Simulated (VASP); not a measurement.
Wanted: the native input for a VASP 6.6.1 run.

```
Task                   : single point
Functional             : PBEsol
Potentials or basis    : VASP PAW PBE potentials, release 64 (Sc_sv)
Cutoff                 : 520 eV
k mesh                 : 9 × 9 × 9
Occupations            : gaussian, width 0.05 eV
Spin                   : no spin polarisation
Dipole correction      : no
Further INCAR settings : ALGO = Normal; EDIFF = 1e-06; NBANDS = 12
```

The structure of Sc lies in POSCAR:

```
Sc
1.0
    1.5692046112      1.5692046112      1.5692046112
   -1.5692046112      1.5692046112      1.5692046112
   -1.5692046112     -1.5692046112      1.5692046112
Sc
1
Direct
    0.0000000000      0.0000000000      0.0000000000
```

The input as run:

INCAR

```
  PREC = Accurate
  ENCUT = 520
  EDIFF = 1E-6
  ISMEAR = 0
  SIGMA = 0.05
  LREAL = F
  LASPH = T
  NELM = 100
  ALGO = Normal
  ISIF = 2
  LWAVE = F
  LCHARG = T
  GGA = PS
  LELF = T
  LVHAR = T
  NBANDS = 12
```

KPOINTS

```
Automatic mesh
0
Gamma
  9 9 9
```

Potentials or basis: VASP PAW PBE potentials, release 64 (Sc_sv).

Run with:

```bash
$ cat potpaw_PBE.64/Sc_sv/POTCAR > POTCAR
$ mpirun -np 1 vasp_std > vasp.out
```

Results of the run:

* Pressure: 45.3 GPa

Caveat: the PAW data sets were made with another functional, which shifts forces and pressure a little.

It took 5.3 s on 1 thread of Intel Xeon 6975P-C, on a shared host, peak memory 0.13 GiB.
